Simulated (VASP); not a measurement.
# Eu (Im-3m) in VASP: notebook

Eu is run at these levels: r2SCAN; tasks: single point.

Program: VASP 6.6.1. These are calculated values, not measurements. Logs are shortened: lines on timing, memory, paths and dates and some standing lists are left out, and cuts for length are marked.

## 1. The cell of the first run

The structure is cubic, space group Im-3m (No. 229). Conventional cell: a = 4.455 Å, b = 4.455 Å, c = 4.455 Å, α = 90.00°, β = 90.00°, γ = 90.00°. Eu (site symmetry m-3m) has 14 Eu at 3.86 to 4.45 Å within 5.1 Å.

## 2. Single point, r2SCAN, collinear spin, ferromagnetic start

The input, POSCAR:

```
Eu
1.0
   -2.2274745855      2.2274745855      2.2274745855
    2.2274745855     -2.2274745855      2.2274745855
    2.2274745855      2.2274745855     -2.2274745855
Eu
1
Direct
    0.0000000000      0.0000000000      0.0000000000
```

The input, INCAR.step1:

```
  PREC = Accurate
  ENCUT = 520
  ISMEAR = 1
  SIGMA = 0.01
  LREAL = F
  LASPH = T
  NELM = 150
  ISPIN = 2
  MAGMOM = 7.31
  LMAXMIX = 6
  NBANDS = 18
  GGA = PE
  ALGO = Normal
  EDIFF = 1E-4
  LWAVE = T
  LCHARG = F
```

The input, INCAR.step2:

```
  PREC = Accurate
  ENCUT = 520
  EDIFF = 1E-7
  ISMEAR = 1
  SIGMA = 0.01
  LREAL = F
  LASPH = T
  NELM = 150
  ALGO = Normal
  ISIF = 2
  LWAVE = F
  LCHARG = T
  ISPIN = 2
  MAGMOM = 7.31
  LORBIT = 11
  LMAXMIX = 6
  METAGGA = R2SCAN
  LMIXTAU = T
  LELF = T
  LVHAR = T
  NBANDS = 18
  ISTART = 1
```

The input, KPOINTS:

```
regular mesh
0
Gamma
  10 10 10
```

Potentials or basis: VASP PAW PBE potentials, release 64 (Eu).

The run is started by

```sh
> cat potpaw_PBE.64/Eu/POTCAR > POTCAR
> cp INCAR.step1 INCAR
> mpirun -np 1 vasp_std > vasp.out
> cp INCAR.step2 INCAR
> mpirun -np 1 vasp_std > vasp.out
```

OUTCAR:

```text
PREC = Accurate
   ENCUT = 520
   EDIFF = 1E-7
   ISMEAR = 1
   LREAL = F
   LASPH = T
   NELM = 150
   ISIF = 2
   ISPIN = 2
   LORBIT = 11
   METAGGA = R2SCAN
   ISTART = 1

 ion  position               nearest neighbor table
   1  0.000  0.000  0.000-

  LATTYP: Found a body centered cubic cell.
 ALAT       =     4.4549491710

  Lattice vectors:

 A1 = (  -2.2274745855,   2.2274745855,   2.2274745855)
 A2 = (   2.2274745855,  -2.2274745855,   2.2274745855)
 A3 = (   2.2274745855,   2.2274745855,  -2.2274745855)

Analysis of symmetry for initial positions (statically):
=====================================================================
 Subroutine PRICEL returns:
 Original cell was already a primitive cell.

 Routine SETGRP: Setting up the symmetry group for a
 body centered cubic supercell.

 Subroutine GETGRP returns: Found 48 space group operations
 (whereof 48 operations were pure point group operations)
 out of a pool of 48 trial point group operations.

The static configuration has the point symmetry O_h .

Analysis of symmetry for dynamics (positions and initial velocities):
=====================================================================
 Subroutine PRICEL returns:
 Original cell was already a primitive cell.

 Routine SETGRP: Setting up the symmetry group for a
 body centered cubic supercell.

 Subroutine GETGRP returns: Found 48 space group operations
 (whereof 48 operations were pure point group operations)
 out of a pool of 48 trial point group operations.

The dynamic configuration has the point symmetry O_h .

Analysis of structural, dynamic, and magnetic symmetry:
=====================================================================
 Subroutine PRICEL returns:
 Original cell was already a primitive cell.

 Routine SETGRP: Setting up the symmetry group for a
 body centered cubic supercell.

 Subroutine GETGRP returns: Found 48 space group operations
 (whereof 48 operations were pure point group operations)
 out of a pool of 48 trial point group operations.

The overall configuration has the point symmetry O_h .

 Subroutine INISYM returns: Found 48 space group operations
 (whereof 48 operations are pure point group operations),
 and found     1 'primitive' translations

----------------------------------------------------------------------------------------

                                     Primitive cell

  volume of cell :      44.2077

[... 100 lines left out ...]
   EFERMI =   0.00;   METHOD = LEGACY
   ISMEAR =     1;   SIGMA  =   0.01  broadening in eV -4-tet -1-fermi 0-gaus
   EFERMI_NEDOS =   21; number of points for ismear=-14 and -15
   IALGO  =     38    algorithm
   IMIX   =      4    mixing-type and parameters
     AMIX     =   0.40;   BMIX     =  1.00
     AMIX_MAG =   1.60;   BMIX_MAG =  1.00
  volume/ion in A,a.u.               =      44.21       298.33
  Fermi-wavevector in a.u.,A,eV,Ry     =   1.190488  2.249696 19.283018  1.417262
  Thomas-Fermi vector in A             =   2.326572
   LORBIT       =     11    0 simple, 1 ext, 2 COOP (PROOUT), +10 PAW based schemes
   METAGGA = R2SCAN    functional components
   LHFCALC =     F    Hartree Fock is set to
   AEXX    =    0.0000 exact exchange contribution
   IVDW    =     0    specifies the selected vdW correction
   LEPSILON=     F    determine dielectric tensor
   LRPA    =     F    only Hartree local field effects (RPA)
 spin polarized calculation
 Methfessel and Paxton  Order N= 1 SIGMA  =   0.01
  energy-cutoff  :      520.00
  volume of cell :       44.21
 maximum number of plane-waves:      1205
 NGX is ok and might be reduce to    30
   NGX = 15   NGY = 15   NGZ = 15

 number of electron      16.9999996 magnetization       7.7358886

 Free energy of the ion-electron system (eV)
  ---------------------------------------------------
  ext. energy  EPLUGINS =         0.00000000
  ---------------------------------------------------
  free energy    TOTEN  =       -39.65744176 eV

  energy without entropy =      -39.65747175  energy(sigma->0) =      -39.65745176

 E-fermi :   1.9361     XC(G=0):  -9.0772

 val. band max:        1.9306797811   @ k =   0.2000   0.2000   0.2000
 cond. band min:       1.9459353712   @ k =  -0.4000   0.5000   0.1000
 fundamental gap:      0.0152555900
 Fermi energy:         1.9361311979

 spin component 1

 k-point     1 :       0.0000    0.0000    0.0000
  band No.  band energies     occupation
      1     -41.2386      1.00000
      2     -19.2238      1.00000
      3     -19.2238      1.00000
      4     -19.2238      1.00000
      5      -2.8889      1.00000
      6       1.3210      1.00000
[... 493 lines left out ...]
     17       6.0792      0.00000
     18      10.2464      0.00000

 [... further k-points ...]

 spin component 2

 k-point     1 :       0.0000    0.0000    0.0000
  band No.  band energies     occupation
      1     -37.4733      1.00000
      2     -16.4954      1.00000
      3     -16.4954      1.00000
      4     -16.4954      1.00000
      5      -1.2610      1.00000
      6       5.1781      0.00000
[... 493 lines left out ...]
     17       8.2859      0.00000
     18      12.1012      0.00000

 [... further k-points ...]

------------------------ aborting loop because EDIFF is reached ----------------------------------------

  FORCE on cell =-STRESS in cart. coord.  units (eV):
  Direction    XX          YY          ZZ          XY          YZ          ZX
  --------------------------------------------------------------------------------------
  -------------------------------------------------------------------------------------
  Total       -0.0806274     -0.0806274     -0.0806274      0.0000000      0.0000000      0.0000000
  in kB       -2.9220983     -2.9220983     -2.9220983      0.0000000      0.0000000      0.0000000
  external PRESSURE =      -2.9220983 kB  Pullay stress =       0.0000000 kB

 VOLUME and BASIS-vectors are now :
 -----------------------------------------------------------------------------
  energy-cutoff  :      520.00
  volume of cell :       44.21
      direct lattice vectors                 reciprocal lattice vectors
    -2.227474585  2.227474585  2.227474585     0.000000000  0.224469452  0.224469452
     2.227474585 -2.227474585  2.227474585     0.224469452  0.000000000  0.224469452
     2.227474585  2.227474585 -2.227474585     0.224469452  0.224469452  0.000000000

 POSITION                                       TOTAL-FORCE (eV/Angst)
 -----------------------------------------------------------------------------------
      0.00000      0.00000      0.00000        -0.000000      0.000000     -0.000000
 -----------------------------------------------------------------------------------
    total drift:                                0.000000     -0.000000      0.000000

  FREE ENERGIE OF THE ION-ELECTRON SYSTEM (eV)
  ---------------------------------------------------
  free  energy   TOTEN  =       -39.6574417631 eV

  energy  without entropy=      -39.6574717531  energy(sigma->0) =      -39.65745176

 total charge

# of ion       s       p       d       f       tot
--------------------------------------------------
    1        2.081   5.765   0.264   6.678  14.788

 magnetization (x)

# of ion       s       p       d       f       tot
--------------------------------------------------
    1       -0.010  -0.151   0.186   6.678   6.702
```

Wall time 4.1 min (1 thread of AMD EPYC 9R45 (Zen 5), shared host); peak memory 0.21 GiB.

What came out:

| Quantity | Value |
| --- | --- |
| Free energy | -39.6574 eV |
| Pressure | -0.3 GPa |
| Net moment | 7.74 μB per cell |
| Site moments | Eu +6.70 μB |
| Valence electrons inside the program's atomic spheres | Eu 14.79 |

Caveat: the PAW data sets were made with another functional, which shifts forces and pressure a little; spin-orbit coupling is left out, which moves the levels of the heavy elements; semilocal functionals describe open f shells poorly, which spoils levels, moments and volumes.

## 3. Single point, r2SCAN, collinear spin, ferromagnetic start

POSCAR is that of step 2.

The input, INCAR.step1:

```
SYSTEM = Eu
ALGO = Normal
EDIFF = 1E-4
ENCUT = 520
GGA = PE
ISMEAR = 1
ISPIN = 2
LASPH = .True.
LCHARG = .False.
LMAXMIX = 6
LREAL = .False.
LWAVE = .True.
MAGMOM = 7.31
NBANDS = 18
NELM = 150
PREC = Accurate
SIGMA = 0.2
```

The input, INCAR.step2:

```
SYSTEM = Eu
ALGO = Normal
EDIFF = 1E-6
ENCUT = 520
ISIF = 2
ISMEAR = 1
ISPIN = 2
ISTART = 1
LASPH = .True.
LCHARG = .False.
LMAXMIX = 6
LMIXTAU = .True.
LORBIT = 11
LREAL = .False.
LWAVE = .False.
MAGMOM = 7.31
METAGGA = R2SCAN
NBANDS = 18
NELM = 150
PREC = Accurate
SIGMA = 0.2
```

The input, KPOINTS:

```
k-points
0
Gamma
  10 10 10
  0 0 0
```

Potentials or basis: VASP PAW PBE potentials, release 64 (Eu).

The run is started by

```sh
> cat potpaw_PBE.64/Eu/POTCAR > POTCAR
> cp INCAR.step1 INCAR
> mpirun -np 1 vasp_std > vasp.out
> cp INCAR.step2 INCAR
> mpirun -np 1 vasp_std > vasp.out
```

Run time: 4.1 min. Hardware: 1 thread of AMD EPYC 9R45 (Zen 5), shared host; peak memory 0.21 GiB.

Results (log left out):

```
Free energy                                           : -39.6594 eV
Pressure                                              : -0.4 GPa
Net moment                                            : 7.71 μB per cell
Site moments                                          : Eu +6.70 μB
Valence electrons inside the program's atomic spheres : Eu 14.79
```

Levels at points of the mesh, in eV from the Fermi level:
Spin up:
```csv
k point,band 8,band 9,band 10,band 11,band 12,band 13,band 14,band 15,band 16,band 17
"(0.00, 0.00, 0.00)",-0.61,-0.51,-0.51,-0.51,-0.49,1.99,1.99,1.99,3.50,3.50
"(0.50, 0.00, 0.00)",-0.63,-0.51,-0.50,-0.49,-0.47,0.34,0.51,3.49,4.18,5.82
"(0.50, 0.50, 0.50)",-0.63,-0.63,-0.63,-0.42,-0.42,-0.42,4.84,4.84,4.84,5.29
```
Spin down:
```
           k point  band 1  band 2  band 3  band 4  band 5  band 6  band 7  band 8  band 9  band 10
(0.00, 0.00, 0.00)  -39.42  -18.44  -18.44  -18.44   -3.24    3.21    3.21    3.21    5.13     5.13
(0.50, 0.00, 0.00)  -39.37  -18.93  -18.60  -18.44   -0.54    1.70    1.83    5.01    5.18     5.65
(0.50, 0.50, 0.50)  -39.34  -18.78  -18.78  -18.78    0.10    0.10    5.01    5.01    5.01     5.59
```

Caveat: the PAW data sets were made with another functional, which shifts forces and pressure a little; spin-orbit coupling is left out, which moves the levels of the heavy elements; semilocal functionals describe open f shells poorly, which spoils levels, moments and volumes. The state reached can hang on the start; a lower one may exist.

## 4. Single point, r2SCAN, collinear spin, ferromagnetic start

POSCAR is that of step 3.

The input, INCAR.step1:

```
SYSTEM = Eu
  PREC = Accurate
  ENCUT = 520
  ISMEAR = 1
  SIGMA = 0.6
  LREAL = .False.
  LASPH = .True.
  NELM = 150
  ISPIN = 2
  MAGMOM = 7.31
  LMAXMIX = 6
  NBANDS = 18
  GGA = PE
  ALGO = Normal
  EDIFF = 1E-4
  LWAVE = .True.
  LCHARG = .False.
```

The input, INCAR.step2:

```
SYSTEM = Eu
  PREC = Accurate
  ENCUT = 520
  EDIFF = 1E-6
  ISMEAR = 1
  SIGMA = 0.6
  LREAL = .False.
  LASPH = .True.
  NELM = 150
  ALGO = Normal
  ISIF = 2
  LWAVE = .False.
  LCHARG = .False.
  ISPIN = 2
  MAGMOM = 7.31
  LORBIT = 11
  LMAXMIX = 6
  METAGGA = R2SCAN
  LMIXTAU = .True.
  NBANDS = 18
  ISTART = 1
```

The input, KPOINTS:

```
Automatic mesh
0
Gamma
  10 10 10
  0 0 0
```

The run is started by

```sh
> cat potpaw_PBE.64/Eu/POTCAR > POTCAR
> cp INCAR.step1 INCAR
> mpirun -np 1 vasp_std > vasp.out
> cp INCAR.step2 INCAR
> mpirun -np 1 vasp_std > vasp.out
```

It took 4.1 min on 1 thread of AMD EPYC 9R45 (Zen 5), shared host; peak memory 0.21 GiB.

It converged, with:

```
Free energy                                           : -39.5704 eV
Pressure                                              : -0.6 GPa
Net moment                                            : 7.91 μB per cell
Site moments                                          : Eu +6.73 μB
Valence electrons inside the program's atomic spheres : Eu 14.79
```

Levels at points of the mesh, in eV from the Fermi level:
Spin up:
| k point | band 8 | band 9 | band 10 | band 11 | band 12 | band 13 | band 14 | band 15 | band 16 | band 17 |
| --- | --- | --- | --- | --- | --- | --- | --- | --- | --- | --- |
| (0.00, 0.00, 0.00) | -0.61 | -0.61 | -0.53 | -0.53 | -0.53 | 1.96 | 1.96 | 1.96 | 3.49 | 3.49 |
| (0.50, 0.00, 0.00) | -0.70 | -0.60 | -0.48 | -0.45 | -0.39 | 0.27 | 0.46 | 3.47 | 4.17 | 5.82 |
| (0.50, 0.50, 0.50) | -0.72 | -0.72 | -0.72 | -0.34 | -0.34 | -0.34 | 4.76 | 4.76 | 4.76 | 5.28 |
Spin down:
| k point | band 3 | band 4 | band 5 | band 6 | band 7 | band 8 |
| --- | --- | --- | --- | --- | --- | --- |
| (0.00, 0.00, 0.00) | -18.42 | -18.42 | -3.00 | 3.27 | 3.27 | 3.27 |
| (0.50, 0.00, 0.00) | -18.58 | -18.42 | -0.37 | 1.79 | 2.05 | 5.05 |
| (0.50, 0.50, 0.50) | -18.76 | -18.76 | 0.26 | 0.26 | 5.10 | 5.10 |

Caveat: so wide a smearing shifts energies and pressures; the PAW data sets were made with another functional, which shifts forces and pressure a little; spin-orbit coupling is left out, which moves the levels of the heavy elements; semilocal functionals describe open f shells poorly, which spoils levels, moments and volumes. The state reached can hang on the start; a lower one may exist.

(Continued in part 2 of 2.)
